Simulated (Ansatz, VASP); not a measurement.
**One calculation of GaP, two programs**

```xyz
2
Lattice="0.0000 2.5297 2.5297 2.5297 0.0000 2.5297 2.5297 2.5297 0.0000" Properties=species:S:1:pos:R:3 pbc="T T T"
Ga    0.0000    0.0000    0.0000
P     1.2648    1.2648    1.2648
```

Alike in both runs: task single point; functional PBE; k mesh 10 × 10 × 10; no spin polarisation.

```csv
,VASP,Ansatz
version,VASP 6.6.1,Ansatz 0.2.0
potentials or method,"VASP PAW PBE potentials, release 64 (Ga_d, P), cutoff 520 eV","scalar-relativistic, plane waves, PAW"
occupations,"gaussian, width 0.01 eV",fixed
valence electrons in the cell,18,18
```

```tsv
	VASP	Ansatz	Ansatz less VASP
gap on the k mesh at the Fermi level (eV)	1.09	1.09	-0.002
least direct gap on the mesh (eV)	3.73	3.72	-0.009
```
